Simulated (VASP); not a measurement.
A run of VASP 6.6.1:

Contents of INCAR:

```
PREC     = Accurate       # precision mode
ENCUT    = 520            # plane-wave cutoff, eV
EDIFF    = 1E-6           # SCF threshold, eV
ISMEAR   = 0              # smearing method
SIGMA    = 0.1            # smearing width, eV
LREAL    = F              # projectors in reciprocal space
LASPH    = T              # aspherical terms in the spheres
NELM     = 150            # most SCF steps
ALGO     = Normal         # electronic algorithm
ISIF     = 2              # what is computed and relaxed
LWAVE    = F              # write WAVECAR
LCHARG   = F              # write CHGCAR
ISPIN    = 2              # spin polarisation
MAGMOM   = 0 3 0 0 0 0 0 0 0 0 # initial moments
LORBIT   = 11             # projections on sites
LMAXMIX  = 4              # l up to which the mixer works
GGA      = PE             # functional
NBANDS   = 44             # bands
```

The input KPOINTS:

```
regular mesh
0
Gamma
  4 4 4
```

The input POSCAR:

```
ScCrC4N4
1.0
    6.1177067101      0.0000000000      0.0000000000
    0.0000000000      6.1177067101      0.0000000000
    0.0000000000      0.0000000000      6.1177067101
Sc Cr C N
1 1 4 4
Direct
    0.5000000000      0.5000000000      0.5000000000
    0.0000000000      0.0000000000      0.0000000000
    0.1918758290      0.1918758290      0.1918758290
    0.1918758290      0.8081241710      0.8081241710
    0.8081241710      0.1918758290      0.8081241710
    0.8081241710      0.8081241710      0.1918758290
    0.3034747485      0.3034747485      0.3034747485
    0.3034747485      0.6965252515      0.6965252515
    0.6965252515      0.3034747485      0.6965252515
    0.6965252515      0.6965252515      0.3034747485
```

Potentials or basis: VASP PAW PBE potentials, release 64 (Sc_sv, Cr_pv, C, N).

The run is started by

```sh
$ cat potpaw_PBE.64/Sc_sv/POTCAR potpaw_PBE.64/Cr_pv/POTCAR potpaw_PBE.64/C/POTCAR potpaw_PBE.64/N/POTCAR > POTCAR
$ mpirun -np 1 vasp_std > vasp.out
```

Hardware: 1 thread of Intel(R) Xeon(R) 6975P-C (Granite Rapids) (shared host).

Question: Estimate the wall time of this run.

Answer: Wall time 2.4 min on 1 thread of Intel(R) Xeon(R) 6975P-C (Granite Rapids) (shared host), peak memory 0.5 GiB. Counts: scf iterations 19, k points 10.
